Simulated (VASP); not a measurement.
Si3N, 8 atoms in the cell. The cell holds a slab with vacuum, 8 atoms: a = 3.842 Å, b = 3.842 Å, c = 26.891 Å, α = 90.00°, β = 90.00°, γ = 90.00°. 

- Program: VASP 6.6.1
- Task: single point
- Functional: PBEsol
- Potentials or basis: VASP PAW PBE potentials, release 64 (Si, N_h)
- Cutoff: 1000 eV
- k mesh: 8 × 8 × 1
- Occupations: gaussian, width 0.05 eV
- Spin: no spin polarisation
- Dipole correction: yes
- Further INCAR settings: ALGO = Normal; EDIFF = 1e-06; NBANDS = 27; NELMDL = -8

Potentials or basis: VASP PAW PBE potentials, release 64 (Si, N_h).

Command:

```sh
$ cat potpaw_PBE.64/Si/POTCAR potpaw_PBE.64/N_h/POTCAR > POTCAR
$ mpirun -np 1 vasp_std > vasp.out
```

Hardware: 1 thread of Intel(R) Xeon(R) 6975P-C (Granite Rapids), on a shared host.

Question: Estimate the wall time of this run.

Answer: Wall time 13 min on 1 thread of Intel(R) Xeon(R) 6975P-C (Granite Rapids), on a shared host, peak memory 1.2 GiB. Counts: scf iterations 28, k points 25.
